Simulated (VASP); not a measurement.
# Zr (Cmcm) in VASP: further runs

Runs on Zr. Level: PBE. Tasks: single point.

Program: VASP 6.6.1. These are calculated values, not measurements. Logs are shortened: lines on timing, memory, paths and dates and some standing lists are left out, and cuts for length are marked.

### 1 The cell of the first run

It takes space group Cmcm (No. 63, orthorhombic). Conventional cell: a = 3.103 Å, b = 5.822 Å, c = 5.147 Å, α = 90.00°, β = 90.00°, γ = 90.00°. Within 4.1 Å of Zr (site symmetry m2m) lie 12 Zr at 3.10 to 3.30 Å.

### 2 Single point, PBE (strain -0.0400 x Voigt [1, -1, 0, 0, 0, 0])

INCAR reads:

```
  ALGO = Fast
  EDIFF = 1E-6
  ENCUT = 520
  GGA = PE
  ISIF = 2
  ISMEAR = 0
  LASPH = T
  LCHARG = F
  LREAL = F
  LWAVE = F
  NBANDS = 19
  NELM = 60
  PREC = Accurate
  SIGMA = 0.15
```

KPOINTS reads:

```
k-points
0
Gamma
  18 18 10
```

POSCAR reads:

```
Zr
1.0
    3.1027182936      0.0000000000      0.0000000000
   -1.5513591468      2.9109522683      0.0000000000
    0.0000000000      0.0000000000      5.1470000000
Zr
2
Direct
    0.3333333333      0.6666666667      0.2500000000
    0.6666666667      0.3333333333      0.7500000000
```

Potentials or basis: VASP PAW PBE potentials, release 64 (Zr_sv).

Launch:

```sh
$ cat potpaw_PBE.64/Zr_sv/POTCAR > POTCAR
$ mpirun -np 1 vasp_std > vasp.out
```

OUTCAR:

```text
EDIFF = 1E-6
   ENCUT = 520
   GGA = PE
   ISIF = 2
   ISMEAR = 0
   LASPH = T
   LREAL = F
   NELM = 60
   PREC = Accurate

 ion  position               nearest neighbor table
   1  0.333  0.667  0.250-   2 3.16   2 3.16   2 3.16   2 3.16   2 3.22   2 3.22
   2  0.667  0.333  0.750-   1 3.16   1 3.16   1 3.16   1 3.16   1 3.22   1 3.22

  LATTYP: Found a base centered orthorhombic cell.
 ALAT       =     3.1027182936
 B/A-ratio  =     1.8763883749
 C/A-ratio  =     1.6588679709

  Lattice vectors:

 A1 = (   1.5513591468,  -2.9109522683,   0.0000000000)
 A2 = (   1.5513591468,   2.9109522683,   0.0000000000)
 A3 = (   0.0000000000,   0.0000000000,   5.1470000000)

Analysis of symmetry for initial positions (statically):
=====================================================================
 Subroutine PRICEL returns:
 Original cell was already a primitive cell.

 Routine SETGRP: Setting up the symmetry group for a
 base centered orthorhombic supercell.

 Subroutine GETGRP returns: Found  8 space group operations
 (whereof  4 operations were pure point group operations)
 out of a pool of  8 trial point group operations.

The static configuration has the point symmetry C_2h.
 The point group associated with its full space group is D_2h.

Analysis of symmetry for dynamics (positions and initial velocities):
=====================================================================
 Subroutine PRICEL returns:
 Original cell was already a primitive cell.

 Routine SETGRP: Setting up the symmetry group for a
 base centered orthorhombic supercell.

 Subroutine GETGRP returns: Found  8 space group operations
 (whereof  4 operations were pure point group operations)
 out of a pool of  8 trial point group operations.

The dynamic configuration has the point symmetry C_2h.
 The point group associated with its full space group is D_2h.

 Subroutine INISYM returns: Found  8 space group operations
 (whereof  4 operations are pure point group operations),
 and found     1 'primitive' translations

----------------------------------------------------------------------------------------

                                     Primitive cell

  volume of cell :      46.4870
[... 82 lines left out ...]
   ICHARG =      2    charge: 1-file 2-atom 10-const
   ISPIN  =      1    spin polarized calculation?
   LNONCOLLINEAR =      F non collinear calculations
   LSORBIT =      F    spin-orbit coupling
   LASPH  =      T    aspherical Exc in radial PAW
   ENCUT  =  520.0 eV  38.22 Ry    6.18 a.u.   5.77  6.13  9.57*2*pi/ulx,y,z
   NELM   =     60;   NELMIN=  2; NELMDL= -5     # of ELM steps
   EDIFF  = 0.1E-05   stopping-criterion for ELM
   LREAL  =      F    real-space projection
   EDIFFG = 0.1E-04   stopping-criterion for IOM
   NSW    =      0    number of steps for IOM
   IBRION =     -1    ionic relax: 0-MD 1-quasi-New 2-CG
   NFREE  =      0    steps in history (QN), initial steepest desc. (CG)
   ISIF   =      2    stress and relaxation
   ISYM   =      2    0-nonsym 1-usesym 2-fastsym
   POTIM  = 0.5000    time-step for ionic-motion
   TEBEG  =    0.0;   TEEND  =   0.0 temperature during run
   PSTRESS=    0.0 pullay stress
   NELECT =      24.0000    total number of electrons
   NUPDOWN=      -1.0000    fix difference up-down
   EMIN   =  10.00;   EMAX   =-10.00  energy-range for DOS
   EFERMI =   0.00;   METHOD = LEGACY
   ISMEAR =     0;   SIGMA  =   0.15  broadening in eV -4-tet -1-fermi 0-gaus
   EFERMI_NEDOS =   21; number of points for ismear=-14 and -15
   IALGO  =     68    algorithm
   IMIX   =      4    mixing-type and parameters
     AMIX     =   0.40;   BMIX     =  1.00
     AMIX_MAG =   1.60;   BMIX_MAG =  1.00
  volume/ion in A,a.u.               =      23.24       156.85
  Fermi-wavevector in a.u.,A,eV,Ry     =   1.313312  2.481801 23.467185  1.724789
  Thomas-Fermi vector in A             =   2.443644
   LORBIT       =      0    0 simple, 1 ext, 2 COOP (PROOUT), +10 PAW based schemes
   GGA     = PE    functional components
   LHFCALC =     F    Hartree Fock is set to
   AEXX    =    0.0000 exact exchange contribution
   IVDW    =     0    specifies the selected vdW correction
   LEPSILON=     F    determine dielectric tensor
   LRPA    =     F    only Hartree local field effects (RPA)
 non-spin polarized calculation
 RMM-DIIS sequential band-by-band and
 Gauss-broadening in eV      SIGMA  =   0.15
  energy-cutoff  :      520.00
  volume of cell :       46.49
 maximum number of plane-waves:      1272
   NGX = 11   NGY = 13   NGZ = 19

 number of electron      24.0000000 magnetization

 Free energy of the ion-electron system (eV)
  ---------------------------------------------------
  ext. energy  EPLUGINS =         0.00000000
  ---------------------------------------------------
  free energy    TOTEN  =       -17.00700988 eV

  energy without entropy =      -16.98213772  energy(sigma->0) =      -16.99457380

 E-fermi :   8.9730     XC(G=0): -11.0860

 val. band max:        8.9708712821   @ k =   0.0556   0.1111   0.1000
 cond. band min:       8.9787910647   @ k =   0.1667   0.2222   0.4000
 fundamental gap:      0.0079197826
 Fermi energy:         8.9729855445

 k-point     1 :       0.0000    0.0000    0.0000
  band No.  band energies     occupation
      1     -39.8192      2.00000
      2     -39.6639      2.00000
      3     -18.3458      2.00000
      4     -17.5218      2.00000
      5     -17.4039      2.00000
      6     -17.3807      2.00000
[... 505 lines left out ...]
      6     -17.5899      2.00000
[... 11 lines left out ...]
     18      12.0199      0.00000
     19      13.9415      0.00000

 [... further k-points ...]

------------------------ aborting loop because EDIFF is reached ----------------------------------------

  FORCE on cell =-STRESS in cart. coord.  units (eV):
  Direction    XX          YY          ZZ          XY          YZ          ZX
  --------------------------------------------------------------------------------------
  -------------------------------------------------------------------------------------
  Total        1.2781167     -0.8553457      0.1253845      0.0000000      0.0000000      0.0000000
  in kB       44.0503645    -29.4795381      4.3213826      0.0000000      0.0000000      0.0000000
  external PRESSURE =       6.2974030 kB  Pullay stress =       0.0000000 kB

 VOLUME and BASIS-vectors are now :
 -----------------------------------------------------------------------------
  energy-cutoff  :      520.00
  volume of cell :       46.49
      direct lattice vectors                 reciprocal lattice vectors
     3.102718294  0.000000000  0.000000000     0.322298032  0.171765097  0.000000000
    -1.551359147  2.910952268  0.000000000     0.000000000  0.343530195  0.000000000
     0.000000000  0.000000000  5.147000000     0.000000000  0.000000000  0.194287935

 POSITION                                       TOTAL-FORCE (eV/Angst)
 -----------------------------------------------------------------------------------
     -0.00000      1.94063      1.28675         0.000000      0.116107      0.000000
      1.55136      0.97032      3.86025         0.000000     -0.116107      0.000000
 -----------------------------------------------------------------------------------
    total drift:                               -0.000000      0.000000     -0.000000

  FREE ENERGIE OF THE ION-ELECTRON SYSTEM (eV)
  ---------------------------------------------------
  free  energy   TOTEN  =       -17.0070098834 eV

  energy  without entropy=      -16.9821377161  energy(sigma->0) =      -16.99457380
```

OSZICAR:

```text
N       E                     dE             d eps       ncg     rms          rms(c)
DAV:   1     0.216206438470E+03    0.21621E+03   -0.13243E+04 20748   0.125E+03
DAV:   2    -0.159244475093E+01   -0.21780E+03   -0.21363E+03 24018   0.367E+02
DAV:   3    -0.172699654305E+02   -0.15678E+02   -0.15538E+02 37427   0.716E+01
[... 11 lines left out ...]
RMM:  15    -0.170069999323E+02   -0.95372E-05   -0.79328E-05 35972   0.479E-02    0.141E-02
RMM:  16    -0.170070036424E+02   -0.37101E-05   -0.37978E-05 32631   0.312E-02    0.544E-03
RMM:  17    -0.170070073151E+02   -0.36726E-05   -0.23090E-05 28816   0.242E-02    0.533E-03
RMM:  18    -0.170070089310E+02   -0.16160E-05   -0.13039E-05 24930   0.175E-02    0.431E-03
RMM:  19    -0.170070098834E+02   -0.95236E-06   -0.95055E-06 22888   0.141E-02
   1 F= -.17007010E+02 E0= -.16994574E+02  d E =-.248722E-01
```

stdout:

```text
POSCAR found type information on POSCAR Zr
 POSCAR found :  1 types and       2 ions
 scaLAPACK will be used
 LDA part: xc-table for (Slater+PW92), standard interpolation
 POSCAR, INCAR and KPOINTS ok, starting setup
 FFT: planning ... GRIDC
 FFT: planning ... GRID_SOFT
 FFT: planning ... GRID
 WAVECAR not read
 entering main loop
WARNING in EDDRMM: call to ZHEGV failed, returncode =   6  3     16
WARNING in EDDRMM: call to ZHEGV failed, returncode =   6  3      9
WARNING in EDDRMM: call to ZHEGV failed, returncode =   6  3     11
WARNING in EDDRMM: call to ZHEGV failed, returncode =   6  3     10
WARNING in EDDRMM: call to ZHEGV failed, returncode =   8  4     18
WARNING in EDDRMM: call to ZHEGV failed, returncode =   6  3     13
WARNING in EDDRMM: call to ZHEGV failed, returncode =   8  4     16
WARNING in EDDRMM: call to ZHEGV failed, returncode =   6  3     10
WARNING in EDDRMM: call to ZHEGV failed, returncode =   8  4      3
WARNING in EDDRMM: call to ZHEGV failed, returncode =   6  3     19
WARNING in EDDRMM: call to ZHEGV failed, returncode =   8  4     15
WARNING in EDDRMM: call to ZHEGV failed, returncode =   6  3      5
WARNING in EDDRMM: call to ZHEGV failed, returncode =   8  4      3
WARNING in EDDRMM: call to ZHEGV failed, returncode =   8  4      3
WARNING in EDDRMM: call to ZHEGV failed, returncode =   6  3     10
WARNING in EDDRMM: call to ZHEGV failed, returncode =   6  3      8
WARNING in EDDRMM: call to ZHEGV failed, returncode =   8  4      3
WARNING in EDDRMM: call to ZHEGV failed, returncode =   8  4      5
WARNING in EDDRMM: call to ZHEGV failed, returncode =   8  4      5
WARNING in EDDRMM: call to ZHEGV failed, returncode =   8  4      8
WARNING in EDDRMM: call to ZHEGV failed, returncode =   8  4      5
WARNING in EDDRMM: call to ZHEGV failed, returncode =   8  4     16
```

Wall time 13 min (1 thread of Intel Xeon Platinum 8488C (Sapphire Rapids), shared host); peak memory 0.47 GiB.

What came out:

- Free energy: -17.0070 eV
- Pressure: 0.6 GPa
- Largest force: 0.116 eV/Å
- Band gap on the k mesh: zero (bands 12 and 13 overlap by 1.20 eV)

Forces on the atoms (eV/Å):
```
Zr   0.000  0.116  0.000
Zr   0.000 -0.116  0.000
```

Stress tensor (GPa, compression positive):
```
 4.41  0.00  0.00
 0.00 -2.95  0.00
 0.00  0.00  0.43
```

Levels at points of the mesh, in eV from the Fermi level:
```csv
k point,band 10,band 11,band 12,band 13,band 14,band 15
"(0.00, 0.00, 0.00)",-2.99,0.27,0.94,1.11,1.21,1.59
"(0.50, 0.00, 0.00)",-2.44,-2.12,0.01,0.23,0.97,1.72
"(0.00, 0.50, 0.00)",-2.50,-2.08,-0.48,0.73,1.09,1.12
"(0.00, 0.00, 0.50)",-3.91,0.06,0.06,0.25,0.25,1.41
"(0.50, 0.00, 0.50)",-2.81,-1.00,-1.00,1.85,1.85,2.06
"(0.00, 0.50, 0.50)",-2.87,-1.08,-1.08,1.36,1.36,2.70
```

Caveat: the cell differs from its parent crystal (strain -0.0400 x Voigt [1, -1, 0, 0, 0, 0]).

### 3 Single point, PBE (strain +0.0300 x Voigt [1, -1, 0, 0, 0, 0])

INCAR reads:

```
ALGO = Fast ; EDIFF = 1E-7
ENCUT = 520 ; GGA = PE
ISIF = 2 ; ISMEAR = 0
LASPH = T ; LCHARG = T
LELF = T ; LREAL = F
LVHAR = T ; LWAVE = F
NBANDS = 19 ; NELM = 100
PREC = Accurate ; SIGMA = 0.15
```

KPOINTS is that of step 2.

POSCAR reads:

```
Zr
1.0
    3.3289581692      0.0000000000      0.0000000000
   -1.6644790846      2.7150227887      0.0000000000
    0.0000000000      0.0000000000      5.1470000000
Zr
2
Direct
    0.3333333333      0.6666666667      0.2500000000
    0.6666666667      0.3333333333      0.7500000000
```

Potentials or basis: VASP PAW PBE potentials, release 64 (Zr_sv).

Launch:

```sh
$ cat potpaw_PBE.64/Zr_sv/POTCAR > POTCAR
$ mpirun -np 1 vasp_std > vasp.out
```

OUTCAR:

```text
EDIFF = 1E-7
   ENCUT = 520
   GGA = PE
   ISIF = 2
   ISMEAR = 0
   LASPH = T
   LREAL = F
   NELM = 100
   PREC = Accurate

 ion  position               nearest neighbor table
   1  0.333  0.667  0.250-   2 3.15   2 3.15   2 3.20   2 3.20   2 3.20   2 3.20
   2  0.667  0.333  0.750-   1 3.15   1 3.15   1 3.20   1 3.20   1 3.20   1 3.20

  Warning from LATTYP: Monoclinic adjustment (A1->A3, A2->A1, A3->A2)!
  LATTYP: Found a base centered orthorhombic cell.
 ALAT       =     3.3289581692
 B/A-ratio  =     1.6311546440
 C/A-ratio  =     1.5461293709

  Lattice vectors:

 A1 = (   1.6644790846,  -2.7150227887,   0.0000000000)
 A2 = (   1.6644790846,   2.7150227887,   0.0000000000)
 A3 = (   0.0000000000,   0.0000000000,   5.1470000000)

Analysis of symmetry for initial positions (statically):
=====================================================================
 Subroutine PRICEL returns:
 Original cell was already a primitive cell.

 Routine SETGRP: Setting up the symmetry group for a
 base centered orthorhombic supercell.

 Subroutine GETGRP returns: Found  8 space group operations
 (whereof  4 operations were pure point group operations)
 out of a pool of  8 trial point group operations.

The static configuration has the point symmetry C_2h.
 The point group associated with its full space group is D_2h.

Analysis of symmetry for dynamics (positions and initial velocities):
=====================================================================
 Subroutine PRICEL returns:
 Original cell was already a primitive cell.

 Routine SETGRP: Setting up the symmetry group for a
 base centered orthorhombic supercell.

 Subroutine GETGRP returns: Found  8 space group operations
 (whereof  4 operations were pure point group operations)
 out of a pool of  8 trial point group operations.

The dynamic configuration has the point symmetry C_2h.
 The point group associated with its full space group is D_2h.

 Subroutine INISYM returns: Found  8 space group operations
 (whereof  4 operations are pure point group operations),
[... 115 lines left out ...]
     AMIX     =   0.40;   BMIX     =  1.00
     AMIX_MAG =   1.60;   BMIX_MAG =  1.00
  volume/ion in A,a.u.               =      23.26       156.96
  Fermi-wavevector in a.u.,A,eV,Ry     =   1.313006  2.481221 23.456223  1.723984
  Thomas-Fermi vector in A             =   2.443358
   LORBIT       =      0    0 simple, 1 ext, 2 COOP (PROOUT), +10 PAW based schemes
   GGA     = PE    functional components
   LHFCALC =     F    Hartree Fock is set to
   AEXX    =    0.0000 exact exchange contribution
   IVDW    =     0    specifies the selected vdW correction
   LEPSILON=     F    determine dielectric tensor
   LRPA    =     F    only Hartree local field effects (RPA)
 non-spin polarized calculation
 RMM-DIIS sequential band-by-band and
 Gauss-broadening in eV      SIGMA  =   0.15
  energy-cutoff  :      520.00
  volume of cell :       46.52
 maximum number of plane-waves:      1272
 NGX is ok and might be reduce to    28
   NGX = 13   NGY = 11   NGZ = 19

 number of electron      24.0000000 magnetization

 Free energy of the ion-electron system (eV)
  ---------------------------------------------------
  ext. energy  EPLUGINS =         0.00000000
  ---------------------------------------------------
  free energy    TOTEN  =       -17.02762089 eV

  energy without entropy =      -17.00361734  energy(sigma->0) =      -17.01561911

 E-fermi :   8.9816     XC(G=0): -11.0845

 val. band max:        8.9807977285   @ k =   0.2222   0.3333   0.0000
 cond. band min:       8.9830711896   @ k =   0.3333   0.3333   0.4000
 fundamental gap:      0.0022734612
 Fermi energy:         8.9816434591

 k-point     1 :       0.0000    0.0000    0.0000
  band No.  band energies     occupation
      1     -39.8293      2.00000
      2     -39.6743      2.00000
      3     -18.3540      2.00000
      4     -17.5092      2.00000
      5     -17.4482      2.00000
      6     -17.3697      2.00000
[... 505 lines left out ...]
      6     -17.5669      2.00000
[... 11 lines left out ...]
     18      12.2831      0.00000
     19      14.0553      0.00000

 [... further k-points ...]

------------------------ aborting loop because EDIFF is reached ----------------------------------------

  FORCE on cell =-STRESS in cart. coord.  units (eV):
  Direction    XX          YY          ZZ          XY          YZ          ZX
  --------------------------------------------------------------------------------------
  -------------------------------------------------------------------------------------
  Total       -0.5919484      0.9169476      0.1557337      0.0000000     -0.0000000      0.0000000
  in kB      -20.3872413     31.5805090      5.3636113      0.0000000     -0.0000000      0.0000000
  external PRESSURE =       5.5189597 kB  Pullay stress =       0.0000000 kB

 VOLUME and BASIS-vectors are now :
 -----------------------------------------------------------------------------
  energy-cutoff  :      520.00
  volume of cell :       46.52
      direct lattice vectors                 reciprocal lattice vectors
     3.328958169  0.000000000  0.000000000     0.300394282  0.184160517  0.000000000
    -1.664479085  2.715022789  0.000000000     0.000000000  0.368321034  0.000000000
     0.000000000  0.000000000  5.147000000     0.000000000  0.000000000  0.194287935

 POSITION                                       TOTAL-FORCE (eV/Angst)
 -----------------------------------------------------------------------------------
     -0.00000      1.81002      1.28675         0.000000     -0.127397      0.000000
      1.66448      0.90501      3.86025         0.000000      0.127397      0.000000
 -----------------------------------------------------------------------------------
    total drift:                                0.000000     -0.000000      0.000000

  FREE ENERGIE OF THE ION-ELECTRON SYSTEM (eV)
  ---------------------------------------------------
  free  energy   TOTEN  =       -17.0276208946 eV

  energy  without entropy=      -17.0036173351  energy(sigma->0) =      -17.01561911
```

stdout:

```text
POSCAR found type information on POSCAR Zr
 POSCAR found :  1 types and       2 ions
[... 63 lines left out ...]
 num prob  num prob  num prob  num prob  num prob  num prob  num prob  num prob  num prob  num prob WARNING in EDDRMM: call to ZHEGV failed, returncode =   8  4      5
 num prob  num prob  num prob  num prob  num prob  num prob  num prob  num prob  num prob  num prob  num prob  num prob  num prob  num prob  num prob  num prob  num prob  num prob  num prob  num prob  num prob  num prob  num prob  num prob  num prob  num prob  num prob  num prob  num prob  num prob  num prob  num prob  num prob  num prob  num prob  num prob  num prob  num prob  num prob  num prob  num prob  num prob  num prob  num prob  num prob  num prob  num prob  num prob  num prob  num prob  num prob  num prob  num prob  num prob  num prob  num prob  num prob  num prob  num prob  num prob  num prob  num prob  num prob  num prob  num pr
```

Wall time 14 min (1 thread of Intel Xeon Platinum 8488C (Sapphire Rapids), shared host); peak memory 0.47 GiB.

Results:

- Free energy: -17.0276 eV
- Pressure: 0.6 GPa
- Largest force: 0.127 eV/Å
- Band gap on the k mesh: zero (bands 12 and 13 overlap by 1.28 eV)

Forces in eV/Å, atoms in the order of the input:
```
Zr   0.000 -0.127  0.000
Zr   0.000  0.127  0.000
```

Stress tensor (GPa, compression positive):
```
-2.04  0.00  0.00
 0.00  3.16  0.00
 0.00  0.00  0.54
```

Caveat: the cell differs from its parent crystal (strain +0.0300 x Voigt [1, -1, 0, 0, 0, 0]).
